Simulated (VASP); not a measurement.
# TaN (Fm-3m) in VASP: notebook

Aim: see how the results for TaN move with the level of theory and the settings. Levels: PBE+D3(BJ), RPBE, r2SCAN+rVV10. Tasks: single point, relaxation of cell and atoms.

Program: VASP 6.6.1. These are calculated values, not measurements. Logs are shortened: lines on timing, memory, paths and dates and some standing lists are left out, and cuts for length are marked.

## Step 1: The cell of the first run

The structure is cubic, space group Fm-3m (No. 225). Conventional cell: a = 4.385 Å, b = 4.385 Å, c = 4.385 Å, α = 90.00°, β = 90.00°, γ = 90.00°. Within 2.9 Å of Ta (site symmetry m-3m) lie 6 N at 2.19 Å. Within 2.9 Å of N (site symmetry m-3m) lie 6 Ta at 2.19 Å.

## Step 2: Single point, PBE+D3(BJ)

Input file INCAR:

```
SYSTEM = TaN
ALGO     = Normal         ! electronic algorithm
EDIFF    = 1E-6           ! SCF threshold, eV
ENCUT    = 520            ! plane-wave cutoff, eV
GGA      = PE             ! functional
ISIF     = 2              ! what is computed and relaxed
ISMEAR   = -1             ! smearing method
IVDW     = 12             ! dispersion correction
LASPH    = .TRUE.         ! aspherical terms in the spheres
LCHARG   = .FALSE.        ! write CHGCAR
LREAL    = .FALSE.        ! projectors in reciprocal space
LWAVE    = .FALSE.        ! write WAVECAR
NBANDS   = 15             ! bands
NELM     = 80             ! most SCF steps
PREC     = Accurate       ! precision mode
SIGMA    = 0.05           ! smearing width, eV
```

Input file KPOINTS:

```
k-points
0
G
  11 11 11
  0 0 0
```

Input file POSCAR:

```
TaN
1.0
    0.0000000000      2.1925409229      2.1925409229
    2.1925409229      0.0000000000      2.1925409229
    2.1925409229      2.1925409229      0.0000000000
Ta N
1 1
Direct
    0.5000000000      0.5000000000      0.5000000000
    0.0000000000      0.0000000000      0.0000000000
```

Potentials or basis: VASP PAW PBE potentials, release 64 (Ta_pv, N).

Launch:

```console
> cat potpaw_PBE.64/Ta_pv/POTCAR potpaw_PBE.64/N/POTCAR > POTCAR
> mpirun -np 1 vasp_std > vasp.out
```

OUTCAR:

```text
SYSTEM = TaN
   EDIFF = 1E-6
   ENCUT = 520
   GGA = PE
   ISIF = 2
   ISMEAR = -1
   IVDW = 12
   LASPH = .TRUE.
   LREAL = .FALSE.
   NELM = 80
   PREC = Accurate
 IVDW          = 12

 ion  position               nearest neighbor table
   1  0.500  0.500  0.500-   2 2.19   2 2.19   2 2.19   2 2.19   2 2.19   2 2.19
   2  0.000  0.000  0.000-   1 2.19   1 2.19   1 2.19   1 2.19   1 2.19   1 2.19

  LATTYP: Found a face centered cubic cell.
 ALAT       =     4.3850818458

  Lattice vectors:

 A1 = (   0.0000000000,   2.1925409229,   2.1925409229)
 A2 = (   2.1925409229,   0.0000000000,   2.1925409229)
 A3 = (   2.1925409229,   2.1925409229,   0.0000000000)

Analysis of symmetry for initial positions (statically):
=====================================================================
 Subroutine PRICEL returns:
 Original cell was already a primitive cell.

 Routine SETGRP: Setting up the symmetry group for a
 face centered cubic supercell.

 Subroutine GETGRP returns: Found 48 space group operations
 (whereof 48 operations were pure point group operations)
 out of a pool of 48 trial point group operations.

The static configuration has the point symmetry O_h .

Analysis of symmetry for dynamics (positions and initial velocities):
=====================================================================
 Subroutine PRICEL returns:
 Original cell was already a primitive cell.

 Routine SETGRP: Setting up the symmetry group for a
 face centered cubic supercell.

 Subroutine GETGRP returns: Found 48 space group operations
 (whereof 48 operations were pure point group operations)
 out of a pool of 48 trial point group operations.

The dynamic configuration has the point symmetry O_h .

 Subroutine INISYM returns: Found 48 space group operations
 (whereof 48 operations are pure point group operations),
 and found     1 'primitive' translations

----------------------------------------------------------------------------------------

                                     Primitive cell

  volume of cell :      21.0801

  direct lattice vectors                    reciprocal lattice vectors
     0.000000000  2.192540923  2.192540923    -0.228045915  0.228045915  0.228045915
     2.192540923  0.000000000  2.192540923     0.228045915 -0.228045915  0.228045915
     2.192540923  2.192540923  0.000000000     0.228045915  0.228045915 -0.228045915

  length of vectors
     3.100721109  3.100721109  3.100721109     0.394987110  0.394987110  0.394987110

[... 90 lines left out ...]
   PSTRESS=    0.0 pullay stress
   NELECT =      16.0000    total number of electrons
   NUPDOWN=      -1.0000    fix difference up-down
   EMIN   =  10.00;   EMAX   =-10.00  energy-range for DOS
   EFERMI =   0.00;   METHOD = LEGACY
   ISMEAR =    -1;   SIGMA  =   0.05  broadening in eV -4-tet -1-fermi 0-gaus
   EFERMI_NEDOS =   21; number of points for ismear=-14 and -15
   IALGO  =     38    algorithm
   IMIX   =      4    mixing-type and parameters
     AMIX     =   0.40;   BMIX     =  1.00
     AMIX_MAG =   1.60;   BMIX_MAG =  1.00
  volume/ion in A,a.u.               =      10.54        71.13
  Fermi-wavevector in a.u.,A,eV,Ry     =   1.493335  2.821993 30.341647  2.230048
  Thomas-Fermi vector in A             =   2.605748
   LORBIT       =      0    0 simple, 1 ext, 2 COOP (PROOUT), +10 PAW based schemes
   GGA     = PE    functional components
   LHFCALC =     F    Hartree Fock is set to
   AEXX    =    0.0000 exact exchange contribution
   IVDW    =    12    specifies the selected vdW correction
   LEPSILON=     F    determine dielectric tensor
   LRPA    =     F    only Hartree local field effects (RPA)
 non-spin polarized calculation
  energy-cutoff  :      520.00
  volume of cell :       21.08
 maximum number of plane-waves:       578
   NGX = 11   NGY = 11   NGZ = 11

 number of electron      16.0000002 magnetization

 Free energy of the ion-electron system (eV)
  ---------------------------------------------------
  ext. energy  EPLUGINS =         0.00000000
  ---------------------------------------------------
  free energy    TOTEN  =       -21.80997940 eV

  energy without entropy =      -21.80418602  energy(sigma->0) =      -21.80708271

 E-fermi :   9.6835     XC(G=0): -13.4859

 val. band max:        9.5955825442   @ k =  -0.3636   0.2727   0.0909
 cond. band min:       9.7114473474   @ k =   0.0000   0.0000   0.0000
 fundamental gap:      0.1158648032
 Fermi energy:         9.6835246470

 k-point     1 :       0.0000    0.0000    0.0000
  band No.  band energies     occupation
      1     -26.1160      2.00000
      2     -26.1160      2.00000
      3     -26.1160      2.00000
      4      -9.2897      2.00000
      5       5.7941      2.00000
      6       5.7941      2.00000
      7       5.7941      2.00000
      8       7.5155      2.00000
      9       7.5155      2.00000
     10       7.5155      2.00000
     11       9.7114      0.72781
     12       9.7114      0.72780
     13      11.2392      0.00000
     14      19.0533      0.00000
[... 401 lines left out ...]
      2     -26.3034      2.00000
      3     -26.1514      2.00000
      4      -7.6221      2.00000
      5       1.3223      2.00000
      6       2.7444      2.00000
      7       3.5338      2.00000
      8       8.9403      2.00000
      9       9.3255      1.99845
     10      11.0552      0.00000
     11      11.5638      0.00000
     12      15.3368      0.00000
     13      15.6217      0.00000
     14      22.0156      0.00000
     15      23.0100      0.00000

 [... further k-points ...]

------------------------ aborting loop because EDIFF is reached ----------------------------------------

 Edisp (eV)   -0.95333

 E8    (eV) :    -0.4409

  FORCE on cell =-STRESS in cart. coord.  units (eV):
  Direction    XX          YY          ZZ          XY          YZ          ZX
  --------------------------------------------------------------------------------------
  -------------------------------------------------------------------------------------
  Total       0.11771     0.11771     0.11771     0.00000     0.00000     0.00000
  in kB       8.94617     8.94617     8.94617     0.00000     0.00000     0.00000
  external pressure =        8.95 kB  Pullay stress =        0.00 kB

 VOLUME and BASIS-vectors are now :
 -----------------------------------------------------------------------------
  energy-cutoff  :      520.00
  volume of cell :       21.08
      direct lattice vectors                 reciprocal lattice vectors
     0.000000000  2.192540923  2.192540923    -0.228045915  0.228045915  0.228045915
     2.192540923  0.000000000  2.192540923     0.228045915 -0.228045915  0.228045915
     2.192540923  2.192540923  0.000000000     0.228045915  0.228045915 -0.228045915

 POSITION                                       TOTAL-FORCE (eV/Angst)
 -----------------------------------------------------------------------------------
      2.19254      2.19254      2.19254         0.000000     -0.000000      0.000000
      0.00000      0.00000      0.00000        -0.000000      0.000000      0.000000
 -----------------------------------------------------------------------------------
    total drift:                                0.000000     -0.000000     -0.000000

  FREE ENERGIE OF THE ION-ELECTRON SYSTEM (eV)
  ---------------------------------------------------
  free  energy   TOTEN  =       -22.7633139659 eV

  energy  without entropy=      -22.7575205900  energy(sigma->0) =      -22.76041728
```

Wall time 11 s (1 thread of Intel Xeon Platinum 8375C at 2.90GHz (Ice Lake), shared host); peak memory 0.16 GiB.

Results:

```
Free energy                : -22.7633 eV
Pressure                   : 0.9 GPa
Band gap on the k mesh     : zero (band 8 reaches 11.34 eV, above the bottom of band 9 at 7.52 eV)
Dispersion energy per atom : -0.477 eV
```

Levels at points of the mesh, in eV from the Fermi level:
| k point | band 6 | band 7 | band 8 | band 9 | band 10 | band 11 |
| --- | --- | --- | --- | --- | --- | --- |
| (0.00, 0.00, 0.00) | -3.89 | -3.89 | -2.17 | -2.17 | -2.17 | 0.03 |

Caveat: spin-orbit coupling is left out, which moves the levels of the heavy elements; pairwise dispersion overbinds metals, which lowers pressure and volume.

## Step 3: Single point, RPBE

This run uses another cell than the first one, of 10.93 Å³/atom, 1.037 times its volume.

Input file INCAR:

```
PREC = Accurate ; ENCUT = 520
EDIFF = 1E-6 ; ISMEAR = -1
SIGMA = 0.05 ; LREAL = False
LASPH = True ; NELM = 60
ALGO = Normal ; ISIF = 2
LWAVE = False ; LCHARG = True
GGA = RP ; LELF = True
LVHAR = True ; NBANDS = 15
```

Input file KPOINTS:

```
Automatic mesh
0
Gamma
  11 11 11
```

Input file POSCAR:

```
TaN
1.0
    0.0000000000      2.2191359895      2.2191359895
    2.2191359895      0.0000000000      2.2191359895
    2.2191359895      2.2191359895      0.0000000000
Ta N
1 1
Direct
    0.5000000000      0.5000000000      0.5000000000
    0.0000000000      0.0000000000      0.0000000000
```

Potentials or basis: VASP PAW PBE potentials, release 64 (Ta_pv, N).

Launch:

```console
> cat potpaw_PBE.64/Ta_pv/POTCAR potpaw_PBE.64/N/POTCAR > POTCAR
> mpirun -np 1 vasp_std > vasp.out
```

Run time: 10 s. Hardware: 1 thread of Intel Xeon Platinum 8375C at 2.90GHz (Ice Lake), shared host; peak memory 0.15 GiB.

Results (log left out):

* Free energy: -20.7805 eV
* Pressure: 0.7 GPa
* Band gap on the k mesh: zero (band 8 reaches 10.96 eV, above the bottom of band 9 at 7.32 eV)

Levels at points of the mesh, in eV from the Fermi level:
```tsv
k point	band 5	band 6	band 7	band 8	band 9	band 10	band 11	band 12
(0.00, 0.00, 0.00)	-3.79	-3.79	-3.79	-2.06	-2.06	-2.06	0.03	0.03
```

Caveat: the PAW data sets were made with another functional, which shifts forces and pressure a little; spin-orbit coupling is left out, which moves the levels of the heavy elements.

## Step 4: Single point, r2SCAN+rVV10

Input file POSCAR:

```
TaN
1.0
    0.0000000000      2.1937035357      2.1937035357
    2.1937035357      0.0000000000      2.1937035357
    2.1937035357      2.1937035357      0.0000000000
Ta N
1 1
Direct
    0.5000000000      0.5000000000      0.5000000000
    0.0000000000      0.0000000000      0.0000000000
```

Input file INCAR.step1:

```
PREC     = Accurate       # precision mode
ENCUT    = 520            # plane-wave cutoff, eV
ISMEAR   = -1             # smearing method
SIGMA    = 0.05           # smearing width, eV
LREAL    = False          # projectors in reciprocal space
LASPH    = True           # aspherical terms in the spheres
NELM     = 100            # most SCF steps
NBANDS   = 15             # bands
GGA      = PE             # functional
ALGO     = Normal         # electronic algorithm
EDIFF    = 1E-4           # SCF threshold, eV
LWAVE    = True           # write WAVECAR
LCHARG   = False          # write CHGCAR
```

Input file INCAR.step2:

```
PREC     = Accurate       # precision mode
ENCUT    = 520            # plane-wave cutoff, eV
EDIFF    = 1E-6           # SCF threshold, eV
ISMEAR   = -1             # smearing method
SIGMA    = 0.05           # smearing width, eV
LREAL    = False          # projectors in reciprocal space
LASPH    = True           # aspherical terms in the spheres
NELM     = 100            # most SCF steps
ALGO     = Normal         # electronic algorithm
ISIF     = 2              # what is computed and relaxed
LWAVE    = False          # write WAVECAR
LCHARG   = False          # write CHGCAR
METAGGA  = R2SCAN         # meta-GGA
LMIXTAU  = True         
LUSE_VDW = True         
IVDW_NL  = 2            
BPARAM   = 11.95        
CPARAM   = 0.0093       
NBANDS   = 15             # bands
ISTART   = 1
```

KPOINTS is that of step 3.

Launch:

```console
> cat potpaw_PBE.64/Ta_pv/POTCAR potpaw_PBE.64/N/POTCAR > POTCAR
> cp INCAR.step1 INCAR
> mpirun -np 1 vasp_std > vasp.out
> cp INCAR.step2 INCAR
> mpirun -np 1 vasp_std > vasp.out
```

It took 50 s on 1 thread of Intel Xeon Platinum 8375C at 2.90GHz (Ice Lake), shared host; peak memory 0.22 GiB.

The run converged. Its results:

```yaml
Free_energy: -59.3965 eV
Pressure: 2.7 GPa
Band_gap_on_the_k_mesh: zero (band 8 reaches 11.45 eV, above the bottom of band 9 at 7.50 eV)
```

Levels at points of the mesh, in eV from the Fermi level:
```csv
k point,band 4,band 5,band 6,band 7,band 8,band 9,band 10,band 11,band 12,band 13
"(0.00, 0.00, 0.00)",-20.12,-4.20,-4.20,-4.20,-2.23,-2.23,-2.23,0.09,0.09,1.78
```

Caveat: the PAW data sets were made with another functional, which shifts forces and pressure a little; spin-orbit coupling is left out, which moves the levels of the heavy elements.

## Step 5: Relaxation of cell and atoms, PBE+D3(BJ)

This run uses another cell than the first one, of 10.35 Å³/atom, 0.982 times its volume.

Input file INCAR:

```
ALGO = Normal
EDIFF = 1E-6
EDIFFG = -0.03
ENCUT = 600
GGA = PE
IBRION = 2
ISIF = 3
ISMEAR = -1
IVDW = 12
LASPH = T
LCHARG = F
LREAL = F
LWAVE = F
NELM = 60
NSW = 80
PREC = Accurate
SIGMA = 0.05
```

Input file KPOINTS:

```
k-points
0
Gamma
  11 11 11
```

Input file POSCAR:

```
TaN
1.0
    0.0000000000      2.1790000000      2.1790000000
    2.1790000000      0.0000000000      2.1790000000
    2.1790000000      2.1790000000      0.0000000000
Ta N
1 1
Direct
    0.5000000000      0.5000000000      0.5000000000
    0.0000000000      0.0000000000      0.0000000000
```

Launch:

```console
> cat potpaw_PBE.64/Ta_pv/POTCAR potpaw_PBE.64/N/POTCAR > POTCAR
> mpirun -np 1 vasp_std > vasp.out
```

Run time: 40 s. Hardware: 1 thread of Intel Xeon Platinum 8375C at 2.90GHz (Ice Lake), shared host; peak memory 0.19 GiB.

The run converged. Its results:

```yaml
Free_energy: -22.7650 eV
Relaxed_volume: 10.57 Å³/atom
Relaxed_cell: a = 3.103 Å, b = 3.103 Å, c = 3.103 Å, α = 60.00°, β = 60.00°, γ = 60.00°
Space_group_after_relaxing_to_0.05_Å: Fm-3m (No. 225)
Energy_gained_by_relaxing: 5.1 meV/atom
Ionic_steps: 3
Pressure_after_relaxing: -0.1 GPa
Band_gap_on_the_k_mesh: zero (band 8 reaches 11.31 eV, above the bottom of band 9 at 7.49 eV)
Dispersion_energy_per_atom: -0.475 eV
```

The path:
```csv
step,energy change (eV),largest force (eV/Å),pressure (GPa),volume (Å³)
1,0.0000,0.0000,7.63,20.69
2,0.0440,0.0000,-15.40,22.20
3,-0.0102,0.0000,-0.10,21.14
```

Final structure:
```xyz
2
Lattice="0.0000 2.1945 2.1945 2.1945 0.0000 2.1945 2.1945 2.1945 0.0000" Properties=species:S:1:pos:R:3 pbc="T T T"
Ta    2.1945    2.1945    2.1945
N     0.0000    0.0000    0.0000
```

Levels at points of the mesh, in eV from the Fermi level:
```
           k point  band 4  band 5  band 6  band 7  band 8  band 9  band 10  band 11  band 12
(0.00, 0.00, 0.00)  -18.95   -3.88   -3.88   -3.88   -2.16   -2.16    -2.16     0.03     0.03
```

Caveat: spin-orbit coupling is left out, which moves the levels of the heavy elements; pairwise dispersion overbinds metals, which lowers pressure and volume.

## Step 6: Relaxation of cell and atoms, RPBE

This run uses another cell than the first one, of 10.35 Å³/atom, 0.982 times its volume.

Input file INCAR:

```
SYSTEM = TaN
ALGO     = Normal         ! electronic algorithm
EDIFF    = 1E-7           ! SCF threshold, eV
EDIFFG   = -0.03          ! ionic threshold
ENCUT    = 600            ! plane-wave cutoff, eV
GGA      = RP             ! functional
IBRION   = 2              ! ionic algorithm
ISIF     = 3              ! what is computed and relaxed
ISMEAR   = -1             ! smearing method
LASPH    = .TRUE.         ! aspherical terms in the spheres
LCHARG   = .FALSE.        ! write CHGCAR
LREAL    = .FALSE.        ! projectors in reciprocal space
LWAVE    = .FALSE.        ! write WAVECAR
NELM     = 100            ! most SCF steps
NSW      = 80             ! ionic steps
PREC     = Accurate       ! precision mode
SIGMA    = 0.05           ! smearing width, eV
```

Input file KPOINTS:

```
k-points
0
G
  11 11 11
  0 0 0
```

POSCAR is that of step 5.

Potentials or basis: VASP PAW PBE potentials, release 64 (Ta_pv, N).

Launch:

```console
> cat potpaw_PBE.64/Ta_pv/POTCAR potpaw_PBE.64/N/POTCAR > POTCAR
> mpirun -np 1 vasp_std > vasp.out
```

It took 55 s on 1 thread of Intel Xeon Platinum 8375C at 2.90GHz (Ice Lake), shared host; peak memory 0.18 GiB.

Results (log left out):

```yaml
Free_energy: -20.7810 eV
Relaxed_volume: 10.95 Å³/atom
Relaxed_cell: a = 3.141 Å, b = 3.141 Å, c = 3.141 Å, α = 60.00°, β = 60.00°, γ = 60.00°
Space_group_after_relaxing_to_0.05_Å: Fm-3m (No. 225)
Energy_gained_by_relaxing: 36.6 meV/atom
Ionic_steps: 4
Pressure_after_relaxing: -0.1 GPa
Band_gap_on_the_k_mesh: zero (band 8 reaches 10.92 eV, above the bottom of band 9 at 7.30 eV)
```

Step by step:
| step | energy change (eV) | largest force (eV/Å) | pressure (GPa) | volume (Å³) |
| --- | --- | --- | --- | --- |
| 1 | 0.0000 | 0.0000 | 20.40 | 20.69 |
| 2 | 0.2438 | 0.0000 | -30.20 | 24.89 |
| 3 | -0.0731 | 0.0000 | -0.81 | 21.96 |
| 4 | -0.0732 | 0.0000 | -0.06 | 21.91 |

Final structure:
```yaml
crystal:
  lattice:
    - [0.00000, 2.22093, 2.22093]
    - [2.22093, 0.00000, 2.22093]
    - [2.22093, 2.22093, 0.00000]
  atoms:
    - { symbol: Ta, position: [0.50000, 0.50000, 0.50000] }
    - { symbol: N, position: [0.00000, 0.00000, 0.00000] }
```

Levels at points of the mesh, in eV from the Fermi level:
```
           k point  band 5  band 6  band 7  band 8  band 9  band 10  band 11  band 12
(0.00, 0.00, 0.00)   -3.79   -3.79   -3.79   -2.05   -2.05    -2.05     0.03     0.03
```

Caveat: the PAW data sets were made with another functional, which shifts forces and pressure a little; spin-orbit coupling is left out, which moves the levels of the heavy elements. Zero-point motion and thermal expansion aren't in these numbers.

[end of part 1 of 2]
